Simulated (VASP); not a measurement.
Runs of VASP 6.6.1 on Al. The structure is that of space group P6_3/mmc (No. 194), or close to it. The cells are those of the table. This isn't the form of Al at room conditions, which is fcc.

```csv
cell,k mesh,gap on the mesh (eV),pressure (GPa)
"a = 2.844, b = 2.844, c = 9.602 Å, angles 90.0, 90.0, 120.0°, 4 atoms",14 × 14 × 4,none,2.7
"a = 2.957, b = 2.957, c = 9.986 Å, angles 90.0, 90.0, 120.0°, 4 atoms",14 × 14 × 4,none,(b)
"a = 2.994, b = 2.994, c = 10.108 Å, angles 90.0, 90.0, 120.0°, 4 atoms",14 × 14 × 4,none,-4.4
"a = 2.762, b = 2.762, c = 9.327 Å, angles 90.0, 90.0, 120.0°, 4 atoms",14 × 14 × 4,none,10.0
"a = 2.804, b = 2.804, c = 9.466 Å, angles 90.0, 90.0, 120.0°, 4 atoms",14 × 14 × 4,none,(a)
"a = 2.883, b = 2.883, c = 9.733 Å, angles 90.0, 90.0, 120.0°, 4 atoms",14 × 14 × 4,none,0.1
"a = 2.883, b = 2.883, c = 9.733 Å, angles 90.0, 90.0, 120.0°, 4 atoms",17 × 17 × 5,none,0.1
"a = 2.920, b = 2.920, c = 9.861 Å, angles 90.0, 90.0, 120.0°, 4 atoms",14 × 14 × 4,none,-1.8
```

Alike in all rows: task single point; level BLYP; potentials or basis VASP PAW PBE potentials, release 64 (Al); no spin polarisation; cutoff (eV) 520; smearing fermi-dirac 0.1 eV.

Problem. Fill in the values left out.

Solution. (a) 5.9; (b) -3.3.

Caveats: the PAW data sets were made with another functional, which shifts forces and pressure a little; the cell stands under tension (at least some runs); the cell stands under pressure (at least some runs).

A gap of «none» marks levels without a gap at the run's occupations.
